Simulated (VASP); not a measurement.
# Mo16S in VASP: single point with PBE

Aim: the single point of Mo16S with PBE.

Program: VASP 6.6.1. These are calculated values, not measurements. Logs are shortened: lines on timing, memory, paths and dates and some standing lists are left out, and cuts for length are marked.

### Step 1. The cell of the first run

The cell holds a slab with vacuum, 17 atoms: a = 6.321 Å, b = 6.321 Å, c = 20.088 Å, α = 90.00°, β = 90.00°, γ = 90.00°.

### Step 2. Single point, PBE

Contents of INCAR:

```
SYSTEM = Mo16S
ALGO = Normal
DIPOL = 0.5 0.5 0.329
EDIFF = 1E-7
ENCUT = 520
GGA = PE
IDIPOL = 3
ISIF = 2
ISMEAR = 0
LASPH = .True.
LCHARG = .False.
LDIPOL = .True.
LREAL = Auto
LWAVE = .False.
NBANDS = 129
NELM = 60
PREC = Accurate
SIGMA = 0.1
```

Contents of KPOINTS:

```
k-points
0
Gamma
  4 4 1
  0 0 0
```

Contents of POSCAR:

```
Mo16S
1.0
    6.3209357480      0.0000000000      0.0000000000
    0.0000000000      6.3209357480      0.0000000000
    0.0000000000      0.0000000000     20.0883894757
Mo S
16 1
Direct
    0.2500000000      0.2500000000      0.1991199944
    0.2500000000      0.7500000000      0.1991199944
    0.7500000000      0.2500000000      0.1991199944
    0.7500000000      0.7500000000      0.1991199944
    0.0000000000      0.0000000000      0.2777840375
    0.0000000000      0.5000000000      0.2777840375
    0.5000000000      0.0000000000      0.2777840375
    0.5000000000      0.5000000000      0.2777840375
    0.2500000000      0.2500000000      0.3589730511
    0.2500000000      0.7500000000      0.3589730511
    0.7500000000      0.2500000000      0.3589730511
    0.7500000000      0.7500000000      0.3589730511
    0.0000000000      0.0000000000      0.4275300161
    0.0000000000      0.5000000000      0.4275300161
    0.5000000000      0.0000000000      0.4275300161
    0.5000000000      0.5000000000      0.4275300161
    0.0000000000      0.0000000000      0.5363629713
```

Potentials or basis: VASP PAW PBE potentials, release 64 (Mo_sv, S).

Run with:

```
$ cat potpaw_PBE.64/Mo_sv/POTCAR potpaw_PBE.64/S/POTCAR > POTCAR
$ mpirun -np 1 vasp_std > vasp.out
```

OUTCAR:

```text
SYSTEM = Mo16S
   EDIFF = 1E-7
   ENCUT = 520
   GGA = PE
   ISIF = 2
   ISMEAR = 0
   LASPH = .True.
   LREAL = Auto
   NELM = 60
   PREC = Accurate

 ion  position               nearest neighbor table
   1  0.250  0.250  0.199-   5 2.74   6 2.74   7 2.74   8 2.74   2 3.16   3 3.16   2 3.16   3 3.16
                             9 3.21
   2  0.250  0.750  0.199-   5 2.74   6 2.74   7 2.74   8 2.74   1 3.16   4 3.16   1 3.16   4 3.16
                            10 3.21
   3  0.750  0.250  0.199-   5 2.74   6 2.74   7 2.74   8 2.74   1 3.16   4 3.16   4 3.16   1 3.16
                            11 3.21
   4  0.750  0.750  0.199-   5 2.74   6 2.74   7 2.74   8 2.74   2 3.16   3 3.16   3 3.16   2 3.16
                            12 3.21
   5  0.000  0.000  0.278-   1 2.74   2 2.74   3 2.74   4 2.74   9 2.77  10 2.77  11 2.77  12 2.77
                            13 3.01   7 3.16   6 3.16   6 3.16   7 3.16
   6  0.000  0.500  0.278-   1 2.74   2 2.74   3 2.74   4 2.74   9 2.77  10 2.77  11 2.77  12 2.77
                            14 3.01   8 3.16   5 3.16   5 3.16   8 3.16
   7  0.500  0.000  0.278-   1 2.74   2 2.74   3 2.74   4 2.74   9 2.77  10 2.77  11 2.77  12 2.77
                            15 3.01   8 3.16   5 3.16   8 3.16   5 3.16
   8  0.500  0.500  0.278-   1 2.74   2 2.74   3 2.74   4 2.74   9 2.77  10 2.77  11 2.77  12 2.77
                            16 3.01   7 3.16   6 3.16   7 3.16   6 3.16
   9  0.250  0.250  0.359-  13 2.63  14 2.63  15 2.63  16 2.63   5 2.77   6 2.77   7 2.77   8 2.77
                            10 3.16  11 3.16  10 3.16  11 3.16   1 3.21
  10  0.250  0.750  0.359-  13 2.63  14 2.63  15 2.63  16 2.63   5 2.77   6 2.77   7 2.77   8 2.77
                             9 3.16  12 3.16   9 3.16  12 3.16   2 3.21
  11  0.750  0.250  0.359-  13 2.63  14 2.63  15 2.63  16 2.63   5 2.77   6 2.77   7 2.77   8 2.77
                             9 3.16  12 3.16  12 3.16   9 3.16   3 3.21
  12  0.750  0.750  0.359-  13 2.63  14 2.63  15 2.63  16 2.63   5 2.77   6 2.77   7 2.77   8 2.77
                            10 3.16  11 3.16  11 3.16  10 3.16   4 3.21
  13  0.000  0.000  0.428-  17 2.19  10 2.63  11 2.63  12 2.63   9 2.63   5 3.01  15 3.16  14 3.16
                            14 3.16  15 3.16
  14  0.000  0.500  0.428-   9 2.63  10 2.63  11 2.63  12 2.63   6 3.01  13 3.16  16 3.16  13 3.16
                            16 3.16
  15  0.500  0.000  0.428-   9 2.63  10 2.63  11 2.63  12 2.63   7 3.01  13 3.16  16 3.16  16 3.16
                            13 3.16
  16  0.500  0.500  0.428-   9 2.63  10 2.63  11 2.63  12 2.63   8 3.01  14 3.16  15 3.16  15 3.16
                            14 3.16
  17  0.000  0.000  0.536-  13 2.19

  LATTYP: Found a simple tetragonal cell.
 ALAT       =     6.3209357480
 C/A-ratio  =     3.1780720888

  Lattice vectors:

 A1 = (   6.3209357480,   0.0000000000,   0.0000000000)
 A2 = (   0.0000000000,   6.3209357480,   0.0000000000)
 A3 = (   0.0000000000,   0.0000000000,  20.0883894757)

Analysis of symmetry for initial positions (statically):
=====================================================================
 Subroutine PRICEL returns:
 Original cell was already a primitive cell.

 Routine SETGRP: Setting up the symmetry group for a
 simple tetragonal supercell.

 Subroutine GETGRP returns: Found  8 space group operations
 (whereof  8 operations were pure point group operations)
 out of a pool of 16 trial point group operations.

The static configuration has the point symmetry C_4v.

Analysis of symmetry for dynamics (positions and initial velocities):
=====================================================================
 Subroutine PRICEL returns:
 Original cell was already a primitive cell.

 Routine SETGRP: Setting up the symmetry group for a
 simple tetragonal supercell.

 Subroutine GETGRP returns: Found  8 space group operations
 (whereof  8 operations were pure point group operations)
 out of a pool of 16 trial point group operations.

The dynamic configuration has the point symmetry C_4v.

 Subroutine INISYM returns: Found  8 space group operations
 (whereof  8 operations are pure point group operations),
 and found     1 'primitive' translations

----------------------------------------------------------------------------------------

                                     Primitive cell

  volume of cell :     802.6161

  direct lattice vectors                    reciprocal lattice vectors
     6.320935748  0.000000000  0.000000000     0.158204424  0.000000000  0.000000000
     0.000000000  6.320935748  0.000000000     0.000000000  0.158204424  0.000000000
     0.000000000  0.000000000 20.088389476     0.000000000  0.000000000  0.049779999

  length of vectors
     6.320935748  6.320935748 20.088389476     0.158204424  0.158204424  0.049779999

  position of ions in fractional coordinates (direct lattice)
     0.250000000  0.250000000  0.199119994
     0.250000000  0.750000000  0.199119994
     0.750000000  0.250000000  0.199119994
     0.750000000  0.750000000  0.199119994
     0.000000000  0.000000000  0.277784037
     0.000000000  0.500000000  0.277784037
[... 9 lines left out ...]
     0.500000000  0.500000000  0.427530016
     0.000000000  0.000000000  0.536362971

  ion indices of the primitive-cell ions
   primitive index   ion index
                 1           1
                 2           2
                 3           3
                 4           4
                 5           5
                 6           6
[... 9 lines left out ...]
                16          16
                17          17

----------------------------------------------------------------------------------------

 KPOINTS: k-points

Automatic generation of k-mesh.
 Grid dimensions read from file:
 generate k-points for:    4    4    1

 Generating k-lattice:

  Cartesian coordinates                     Fractional coordinates (reciprocal lattice)
     0.039551106  0.000000000  0.000000000     0.250000000  0.000000000  0.000000000
     0.000000000  0.039551106  0.000000000     0.000000000  0.250000000  0.000000000
     0.000000000  0.000000000  0.049779999     0.000000000  0.000000000  1.000000000

  Length of vectors
     0.039551106  0.039551106  0.049779999

  Shift w.r.t. Gamma in fractional coordinates (k-lattice)
     0.000000000  0.000000000  0.000000000

 Subroutine IBZKPT returns following result:
 ===========================================

 Found      6 irreducible k-points:

 Following reciprocal coordinates:
            Coordinates               Weight
  0.000000  0.000000  0.000000      1.000000
  0.250000  0.000000  0.000000      4.000000
  0.500000  0.000000  0.000000      2.000000
  0.250000  0.250000  0.000000      4.000000
  0.500000  0.250000  0.000000      4.000000
  0.500000  0.500000  0.000000      1.000000
   k-points           NKPTS =      6   k-points in BZ     NKDIM =      6   number of bands    NBANDS=    129
   number of dos      NEDOS =    301   number of ions     NIONS =     17
   total plane-waves  NPLWV = 345600
   dimension x,y,z NGX =    48 NGY =   48 NGZ =  150
   dimension x,y,z NGXF=    96 NGYF=   96 NGZF=  300
   ions per type =              16   1
   NGX,Y,Z   is equivalent  to a cutoff of  12.62, 12.62, 12.41 a.u.
   NGXF,Y,Z  is equivalent  to a cutoff of  25.25, 25.25, 24.83 a.u.
 SYSTEM =  Mo16S
   PREC   = accura    normal or accurate (medium, high low for compatibility)
   ISTART =      0    job   : 0-new  1-cont  2-samecut
   ICHARG =      2    charge: 1-file 2-atom 10-const
   ISPIN  =      1    spin polarized calculation?
   LNONCOLLINEAR =      F non collinear calculations
   LSORBIT =      F    spin-orbit coupling
   LASPH  =      T    aspherical Exc in radial PAW
   ENCUT  =  520.0 eV  38.22 Ry    6.18 a.u.  11.75 11.75 37.35*2*pi/ulx,y,z
   NELM   =     60;   NELMIN=  2; NELMDL= -5     # of ELM steps
   EDIFF  = 0.1E-06   stopping-criterion for ELM
   LREAL  =      T    real-space projection
   EDIFFG = 0.1E-05   stopping-criterion for IOM
   NSW    =      0    number of steps for IOM
   IBRION =     -1    ionic relax: 0-MD 1-quasi-New 2-CG
   NFREE  =      0    steps in history (QN), initial steepest desc. (CG)
   ISIF   =      2    stress and relaxation
   ISYM   =      2    0-nonsym 1-usesym 2-fastsym
   POTIM  = 0.5000    time-step for ionic-motion
   TEBEG  =    0.0;   TEEND  =   0.0 temperature during run
   PSTRESS=    0.0 pullay stress
   NELECT =     230.0000    total number of electrons
   NUPDOWN=      -1.0000    fix difference up-down
   EMIN   =  10.00;   EMAX   =-10.00  energy-range for DOS
   EFERMI =   0.00;   METHOD = LEGACY
   ISMEAR =     0;   SIGMA  =   0.10  broadening in eV -4-tet -1-fermi 0-gaus
   EFERMI_NEDOS =   21; number of points for ismear=-14 and -15
   IALGO  =     38    algorithm
   IMIX   =      4    mixing-type and parameters
     AMIX     =   0.40;   BMIX     =  1.00
     AMIX_MAG =   1.60;   BMIX_MAG =  1.00
  volume/ion in A,a.u.               =      47.21       318.61
  Fermi-wavevector in a.u.,A,eV,Ry     =   1.079315  2.039609 15.849706  1.164921
  Thomas-Fermi vector in A             =   2.215277
   LORBIT       =      0    0 simple, 1 ext, 2 COOP (PROOUT), +10 PAW based schemes
   GGA     = PE    functional components
   LHFCALC =     F    Hartree Fock is set to
   AEXX    =    0.0000 exact exchange contribution
   IVDW    =     0    specifies the selected vdW correction
   LEPSILON=     F    determine dielectric tensor
   LRPA    =     F    only Hartree local field effects (RPA)
 non-spin polarized calculation
 Gauss-broadening in eV      SIGMA  =   0.10
  energy-cutoff  :      520.00
  volume of cell :      802.62
 maximum number of plane-waves:     21671
 NGX is ok and might be reduce to    48
   NGX = 23   NGY = 23   NGZ = 75

 dipolmoment           0.000000      0.000000     -0.105308 electrons x Angstroem

 number of electron     230.0000021 magnetization

 dipolmoment           0.000000      0.000000      0.232016 electrons x Angstroem

 Free energy of the ion-electron system (eV)
  ---------------------------------------------------
  ext. energy  EPLUGINS =         0.00000000
  ---------------------------------------------------
  free energy    TOTEN  =      -163.99844265 eV

  energy without entropy =     -163.90189069  energy(sigma->0) =     -163.95016667

 E-fermi :   1.1931     XC(G=0):  -5.5565

 val. band max:        1.1849628145   @ k =   0.0000   0.0000   0.0000
 cond. band min:       1.1971926840   @ k =   0.2500   0.2500   0.0000
 fundamental gap:      0.0122298694
 Fermi energy:         1.1931110519

 k-point     1 :       0.0000    0.0000    0.0000
  band No.  band energies     occupation
      1     -59.7262      2.00000
      2     -59.5757      2.00000
      3     -59.5654      2.00000
      4     -59.5583      2.00000
      5     -59.5281      2.00000
      6     -59.5281      2.00000
[... 119 lines left out ...]
    126       2.6141      0.00000
    127       2.7990      0.00000

 k-point     2 :       0.2500    0.0000    0.0000
  band No.  band energies     occupation
      1     -59.7094      2.00000
      2     -59.6043      2.00000
      3     -59.5682      2.00000
      4     -59.5553      2.00000
      5     -59.5359      2.00000
      6     -59.5250      2.00000
[... 639 lines left out ...]
    126       2.4601      0.00000
    127       2.5084      0.00000
 [bands above 127 left out]

------------------------ aborting loop because EDIFF is reached ----------------------------------------

 vacuum level on the upper side and lower side of the slab       (xc-potential included)         0.410        -0.630

  FORCE on cell =-STRESS in cart. coord.  units (eV):
  Direction    XX          YY          ZZ          XY          YZ          ZX
  --------------------------------------------------------------------------------------
  -------------------------------------------------------------------------------------
  Total      -19.9294566    -19.9294566     -7.0922973      0.0000000      0.0000000      0.0000000
  in kB      -39.7830585    -39.7830585    -14.1576001      0.0000000      0.0000000      0.0000000
  external PRESSURE =     -31.2412390 kB  Pullay stress =       0.0000000 kB

 VOLUME and BASIS-vectors are now :
 -----------------------------------------------------------------------------
  energy-cutoff  :      520.00
  volume of cell :      802.62
      direct lattice vectors                 reciprocal lattice vectors
     6.320935748  0.000000000  0.000000000     0.158204424  0.000000000  0.000000000
     0.000000000  6.320935748  0.000000000     0.000000000  0.158204424  0.000000000
     0.000000000  0.000000000 20.088389476     0.000000000  0.000000000  0.049779999

 POSITION                                       TOTAL-FORCE (eV/Angst)
 -----------------------------------------------------------------------------------
      1.58023      1.58023      4.00000         0.049735      0.049735      1.767569
      1.58023      4.74070      4.00000         0.049735     -0.049735      1.767569
      4.74070      1.58023      4.00000        -0.049735      0.049735      1.767569
      4.74070      4.74070      4.00000        -0.049735     -0.049735      1.767569
      0.00000      0.00000      5.58023        -0.000000      0.000000     -2.113506
      0.00000      3.16047      5.58023        -0.000000      0.000000     -1.690674
[... 9 lines left out ...]
      3.16047      3.16047      8.58839        -0.000000      0.000000      0.143206
      0.00000      0.00000     10.77467        -0.000000      0.000000     -0.017055
 -----------------------------------------------------------------------------------
    total drift:                                0.000000      0.000000     -0.002819

  FREE ENERGIE OF THE ION-ELECTRON SYSTEM (eV)
  ---------------------------------------------------
  free  energy   TOTEN  =      -163.9984426548 eV

  energy  without entropy=     -163.9018906906  energy(sigma->0) =     -163.95016667

 vacuum level on the upper side and lower side of the slab         5.989         4.918
```

Wall time 24 min (1 thread of Intel Xeon 6975P-C (Granite Rapids), shared host); peak memory 0.9 GiB.

What came out:

| Quantity | Value |
| --- | --- |
| Free energy | -163.9984 eV |
| Largest force | 2.158 eV/Å |
| Band gap on the k mesh | zero (band 115 reaches 1.48 eV, above the bottom of band 116 at 1.09 eV) |

Forces on the atoms (eV/Å):
```
Mo   0.050  0.050  1.768
Mo   0.050 -0.050  1.768
Mo  -0.050  0.050  1.768
Mo  -0.050 -0.050  1.768
Mo   0.000  0.000 -2.114
Mo   0.000  0.000 -1.691
Mo   0.000  0.000 -1.691
Mo   0.000  0.000 -2.158
Mo   0.465  0.465 -0.448
Mo   0.465 -0.465 -0.448
Mo  -0.465  0.465 -0.448
Mo  -0.465 -0.465 -0.448
Mo   0.000  0.000  2.044
Mo   0.000  0.000  0.102
Mo   0.000  0.000  0.102
Mo   0.000  0.000  0.143
S    0.000  0.000 -0.017
```

Levels at points of the mesh, in eV from the Fermi level:
```
           k point  band 113  band 114  band 115  band 116  band 117  band 118
(0.00, 0.00, 0.00)     -0.01      0.29      0.29      0.47      0.51      0.64
(0.50, 0.00, 0.00)     -0.19     -0.17     -0.15     -0.09     -0.08      0.23
(0.50, 0.50, 0.00)     -0.24     -0.23     -0.11     -0.11     -0.08     -0.08
```
